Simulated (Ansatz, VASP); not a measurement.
GaSb in VASP and in Ansatz

```
CELL_PARAMETERS angstrom
4.32129 0.00000 0.00000
0.00000 10.58496 0.00000
0.00000 0.00000 24.97959
ATOMIC_POSITIONS crystal
Ga 0.50000 0.60446 0.33996
Ga 0.00000 0.33456 0.34595
Ga 0.50000 0.04047 0.39413
Ga 0.00000 0.67484 0.45560
Ga 0.50000 0.34547 0.49805
Ga 0.00000 0.00607 0.54776
Ga 0.50000 0.69371 0.61192
Ga 0.00000 0.31360 0.62321
Ga 0.50000 0.94901 0.68082
Sb 0.50000 0.40510 0.28640
Sb 0.00000 0.08468 0.33671
Sb 0.50000 0.78089 0.41038
Sb 0.00000 0.42531 0.44661
Sb 0.50000 0.09426 0.49918
Sb 0.00000 0.75624 0.55582
Sb 0.50000 0.43833 0.59918
Sb 0.00000 0.07722 0.65228
Sb 0.50000 0.72579 0.71604
```

Alike in both runs: functional PBEsol; k mesh 8 × 4 × 1; occupations gaussian, width 0.1 eV; no spin polarisation.

Ansatz relaxed the structure, and its values are those at the end. VASP's run is a single point on that final structure, the one shown.

|  | VASP | Ansatz |
| --- | --- | --- |
| version | VASP 6.6.1 | Ansatz 0.2.0 |
| potentials or method | VASP PAW PBE potentials, release 64 (Ga_d, Sb), cutoff 520 eV | scalar-relativistic, plane waves, PAW |
| valence electrons in the cell | 162 | 252 |

|  | VASP | Ansatz | Ansatz less VASP |
| --- | --- | --- | --- |
| gap on the k mesh at the Fermi level (eV) | none | none | - |
| rms of the force components (eV/Å) | 0.013 | 0.004 | -0.0092 |
| work function, face that differs most (eV) | 4.17 | 4.16 | -0.011 |

VASP's potentials were made for PBE, not for PBEsol. A gap of «none» marks a metal or a gap that the smearing closes. The functional is the same, so the differences come from potentials, cutoffs and numerics. VASP's potentials hold 162 valence electrons a cell and Ansatz's 252, so a difference there can come from the potentials and not from the codes. Ansatz's warnings: xc potential rough in thin density.

Neither program's run includes spin-orbit coupling.
